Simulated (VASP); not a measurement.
# Li2S (Fm-3m) in VASP: notebook

Li2S is run at these levels: LDA, HSE06, PBE-based screened hybrid with 15 % exact exchange, PBE0, PBE-based screened hybrid with 50 % exact exchange; tasks: single point.

All numbers are computed with VASP 6.6.1; they aren't measurements. Logs are shortened: lines on timing, memory, paths and dates and some standing lists are left out, and cuts for length are marked.

## Step 1: The cell of the first run

The structure is cubic, space group Fm-3m (No. 225). The conventional cell has a = 5.691 Å, b = 5.691 Å, c = 5.691 Å, α = 90.00°, β = 90.00°, γ = 90.00°. S (site symmetry m-3m) has 8 Li at 2.46 Å within 3.3 Å. Li (site symmetry -43m) has 4 S at 2.46 Å and 6 Li at 2.85 Å within 3.3 Å.

## Step 2: Single point, LDA

File INCAR:

```
ALGO = Normal
EDIFF = 1E-6
ENCUT = 750
GGA_COMPAT = F
ISIF = 2
ISMEAR = 0
LASPH = T
LCHARG = F
LREAL = F
LWAVE = F
NBANDS = 13
NELM = 120
PREC = Accurate
SIGMA = 0.01
```

File KPOINTS:

```
k-points
0
Gamma
  4 4 4
```

File POSCAR:

```
Li2S
1.0
    0.0000000000      2.8452942165      2.8452942165
    2.8452942165      0.0000000000      2.8452942165
    2.8452942165      2.8452942165      0.0000000000
S Li
1 2
Direct
    0.0000000000      0.0000000000      0.0000000000
    0.2500000000      0.2500000000      0.2500000000
    0.7500000000      0.7500000000      0.7500000000
```

Potentials or basis: VASP PAW LDA potentials, release 64 (S, Li_sv).

Run with:

```bash
$ cat potpaw_LDA.64/S/POTCAR potpaw_LDA.64/Li_sv/POTCAR > POTCAR
$ mpirun -np 1 vasp_std > vasp.out
```

OUTCAR:

```text
EDIFF = 1E-6
   ENCUT = 750
   ISIF = 2
   ISMEAR = 0
   LASPH = T
   LREAL = F
   NELM = 120
   PREC = Accurate

 ion  position               nearest neighbor table
   1  0.000  0.000  0.000-   3 2.46   3 2.46   3 2.46   2 2.46   3 2.46   2 2.46   2 2.46   2 2.46

   2  0.250  0.250  0.250-   1 2.46   1 2.46   1 2.46   1 2.46
   3  0.750  0.750  0.750-   1 2.46   1 2.46   1 2.46   1 2.46

  LATTYP: Found a face centered cubic cell.
 ALAT       =     5.6905884330

  Lattice vectors:

 A1 = (   0.0000000000,   2.8452942165,   2.8452942165)
 A2 = (   2.8452942165,   0.0000000000,   2.8452942165)
 A3 = (   2.8452942165,   2.8452942165,   0.0000000000)

Analysis of symmetry for initial positions (statically):
=====================================================================
 Subroutine PRICEL returns:
 Original cell was already a primitive cell.

 Routine SETGRP: Setting up the symmetry group for a
 face centered cubic supercell.

 Subroutine GETGRP returns: Found 48 space group operations
 (whereof 48 operations were pure point group operations)
 out of a pool of 48 trial point group operations.

The static configuration has the point symmetry O_h .

Analysis of symmetry for dynamics (positions and initial velocities):
=====================================================================
 Subroutine PRICEL returns:
 Original cell was already a primitive cell.

 Routine SETGRP: Setting up the symmetry group for a
 face centered cubic supercell.

 Subroutine GETGRP returns: Found 48 space group operations
 (whereof 48 operations were pure point group operations)
 out of a pool of 48 trial point group operations.

The dynamic configuration has the point symmetry O_h .

 Subroutine INISYM returns: Found 48 space group operations
 (whereof 48 operations are pure point group operations),
 and found     1 'primitive' translations

----------------------------------------------------------------------------------------

                                     Primitive cell

  volume of cell :      46.0693

  direct lattice vectors                    reciprocal lattice vectors
     0.000000000  2.845294217  2.845294217    -0.175728751  0.175728751  0.175728751
     2.845294217  0.000000000  2.845294217     0.175728751 -0.175728751  0.175728751
     2.845294217  2.845294217  0.000000000     0.175728751  0.175728751 -0.175728751

  length of vectors
     4.023853670  4.023853670  4.023853670     0.304371126  0.304371126  0.304371126

  position of ions in fractional coordinates (direct lattice)
[... 76 lines left out ...]
   NUPDOWN=      -1.0000    fix difference up-down
   EMIN   =  10.00;   EMAX   =-10.00  energy-range for DOS
   EFERMI =   0.00;   METHOD = LEGACY
   ISMEAR =     0;   SIGMA  =   0.01  broadening in eV -4-tet -1-fermi 0-gaus
   EFERMI_NEDOS =   21; number of points for ismear=-14 and -15
   IALGO  =     38    algorithm
   IMIX   =      4    mixing-type and parameters
     AMIX     =   0.40;   BMIX     =  1.00
     AMIX_MAG =   1.60;   BMIX_MAG =  1.00
  volume/ion in A,a.u.               =      15.36       103.63
  Fermi-wavevector in a.u.,A,eV,Ry     =   1.045518  1.975742 14.872628  1.093107
  Thomas-Fermi vector in A             =   2.180317
   LORBIT       =      0    0 simple, 1 ext, 2 COOP (PROOUT), +10 PAW based schemes
   GGA     = CA    functional components
   LHFCALC =     F    Hartree Fock is set to
   AEXX    =    0.0000 exact exchange contribution
   IVDW    =     0    specifies the selected vdW correction
   LEPSILON=     F    determine dielectric tensor
   LRPA    =     F    only Hartree local field effects (RPA)
 non-spin polarized calculation
 Gauss-broadening in eV      SIGMA  =   0.01
  energy-cutoff  :      750.00
  volume of cell :       46.07
 maximum number of plane-waves:      2180
   NGX = 17   NGY = 17   NGZ = 17

 number of electron      11.9999998 magnetization

 Free energy of the ion-electron system (eV)
  ---------------------------------------------------
  ext. energy  EPLUGINS =         0.00000000
  ---------------------------------------------------
  free energy    TOTEN  =       -12.97907909 eV

  energy without entropy =      -12.97907909  energy(sigma->0) =      -12.97907909

 E-fermi :   1.5169     XC(G=0):  -8.8353

 val. band max:        1.4142402242   @ k =   0.0000   0.0000   0.0000
 cond. band min:       4.5751361705   @ k =   0.5000   0.5000   0.0000
 fundamental gap:      3.1608959464
 Fermi energy:         1.5169323881

 k-point     1 :       0.0000    0.0000    0.0000
  band No.  band energies     occupation
      1     -41.7871      2.00000
      2     -41.7381      2.00000
      3      -9.5703      2.00000
      4       1.4142      2.00000
      5       1.4142      2.00000
      6       1.4142      2.00000
      7       5.4929      0.00000
      8       7.4268      0.00000
      9       7.4268      0.00000
     10       7.4268      0.00000
     11      12.5426      0.00000
     12      12.5426      0.00000
     13      13.5580      0.00000
[... 98 lines left out ...]
  band No.  band energies     occupation
      1     -41.7613      2.00000
      2     -41.7613      2.00000
      3      -8.9915      2.00000
      4      -0.4551      2.00000
      5      -0.4551      2.00000
      6      -0.4215      2.00000
      7       6.7272      0.00000
      8       8.4659      0.00000
      9      10.1850      0.00000
     10      10.1850      0.00000
     11      13.0870      0.00000
     12      13.0870      0.00000
     13      13.9457      0.00000

------------------------ aborting loop because EDIFF is reached ----------------------------------------

  FORCE on cell =-STRESS in cart. coord.  units (eV):
  Direction    XX          YY          ZZ          XY          YZ          ZX
  --------------------------------------------------------------------------------------
  -------------------------------------------------------------------------------------
  Total       -0.7787363     -0.7787363     -0.7787363      0.0000000     -0.0000000     -0.0000000
  in kB      -27.0825427    -27.0825427    -27.0825427      0.0000000     -0.0000000     -0.0000000
  external PRESSURE =     -27.0825427 kB  Pullay stress =       0.0000000 kB

 VOLUME and BASIS-vectors are now :
 -----------------------------------------------------------------------------
  energy-cutoff  :      750.00
  volume of cell :       46.07
      direct lattice vectors                 reciprocal lattice vectors
     0.000000000  2.845294217  2.845294217    -0.175728751  0.175728751  0.175728751
     2.845294217  0.000000000  2.845294217     0.175728751 -0.175728751  0.175728751
     2.845294217  2.845294217  0.000000000     0.175728751  0.175728751 -0.175728751

 POSITION                                       TOTAL-FORCE (eV/Angst)
 -----------------------------------------------------------------------------------
      0.00000      0.00000      0.00000        -0.000000     -0.000000     -0.000000
      1.42265      1.42265      1.42265        -0.000000      0.000000     -0.000000
      4.26794      4.26794      4.26794         0.000000      0.000000      0.000000
 -----------------------------------------------------------------------------------
    total drift:                                0.000000      0.000000      0.000000

  FREE ENERGIE OF THE ION-ELECTRON SYSTEM (eV)
  ---------------------------------------------------
  free  energy   TOTEN  =       -12.9790790931 eV

  energy  without entropy=      -12.9790790931  energy(sigma->0) =      -12.97907909
```

stdout:

```text
POSCAR found type information on POSCAR S Li
 POSCAR found :  2 types and       3 ions
 scaLAPACK will be used
 LDA part: xc-table for (Slater(with rela. corr.)+CA(PZ))
 , standard interpolation
 POSCAR, INCAR and KPOINTS ok, starting setup
 FFT: planning ... GRIDC
 FFT: planning ... GRID_SOFT
 FFT: planning ... GRID
 WAVECAR not read
 entering main loop
```

Run time: 6.8 s. Hardware: 1 thread of Intel Xeon Platinum 8259CL at 2.50GHz (Skylake/Cascade Lake), shared host; peak memory 0.16 GiB.

What came out:

```
Free energy            : -12.9791 eV
Pressure               : -2.7 GPa
Band gap on the k mesh : 3.16 eV (least direct gap 4.08 eV)
```

Caveat: the k points lie up to 0.48 Å⁻¹ apart. A k mesh can miss the band edges.

## Step 3: Single point, HSE06

POSCAR is that of step 2.

File INCAR.step1:

```
PREC     = Accurate       # precision mode
ENCUT    = 650            # plane-wave cutoff, eV
EDIFF    = 1E-5           # SCF threshold, eV
ISMEAR   = 0              # smearing method
SIGMA    = 0.01           # smearing width, eV
LREAL    = F              # projectors in reciprocal space
LASPH    = T              # aspherical terms in the spheres
NELM     = 120            # most SCF steps
ALGO     = Normal         # electronic algorithm
ISIF     = 2              # what is computed and relaxed
LWAVE    = T              # write WAVECAR
LCHARG   = F              # write CHGCAR
NBANDS   = 13             # bands
GGA      = PE             # functional
GGA_COMPAT= F
```

File INCAR.step2:

```
PREC     = Accurate       # precision mode
ENCUT    = 650            # plane-wave cutoff, eV
EDIFF    = 1E-6           # SCF threshold, eV
ISMEAR   = 0              # smearing method
SIGMA    = 0.01           # smearing width, eV
LREAL    = F              # projectors in reciprocal space
LASPH    = T              # aspherical terms in the spheres
NELM     = 120            # most SCF steps
ALGO     = Normal         # electronic algorithm
ISIF     = 2              # what is computed and relaxed
LWAVE    = F              # write WAVECAR
LCHARG   = F              # write CHGCAR
GGA      = PE             # functional
LHFCALC  = T              # exact exchange
HFSCREEN = 0.2079         # screening, 1/A
PRECFOCK = Normal       
NBANDS   = 13             # bands
ISTART   = 1            
GGA_COMPAT= F
```

File KPOINTS:

```
regular mesh
0
Gamma
  4 4 4
```

Potentials or basis: VASP PAW PBE potentials, release 64 (S, Li_sv).

Run with:

```bash
$ cat potpaw_PBE.64/S/POTCAR potpaw_PBE.64/Li_sv/POTCAR > POTCAR
$ cp INCAR.step1 INCAR
$ mpirun -np 1 vasp_std > vasp.out
$ cp INCAR.step2 INCAR
$ mpirun -np 1 vasp_std > vasp.out
```

Run time: 4.4 min. Hardware: 1 thread of Intel Xeon Platinum 8259CL at 2.50GHz (Skylake/Cascade Lake), shared host; peak memory 0.3 GiB.

It converged, with:

```
Free energy            : -13.5103 eV
Pressure               : -0.5 GPa
Band gap on the k mesh : 4.33 eV (least direct gap 5.35 eV)
```

Levels at points of the mesh, in eV from the valence-band top:
| k point | band 4 | band 5 | band 6 | band 7 | band 8 | band 9 |
| --- | --- | --- | --- | --- | --- | --- |
| (0.00, 0.00, 0.00) | 0.00 | 0.00 | 0.00 | 5.35 | 7.39 | 7.39 |
| (0.50, 0.00, 0.00) | -3.16 | -0.55 | -0.55 | 7.28 | 7.72 | 7.72 |
| (0.50, 0.50, 0.00) | -2.40 | -1.54 | -1.54 | 4.33 | 8.25 | 12.56 |

Caveat: the k points lie up to 0.48 Å⁻¹ apart; the PAW data sets were made with another functional, which shifts forces and pressure a little. A k mesh can miss the band edges.

(Continued in part 2 of 2.)
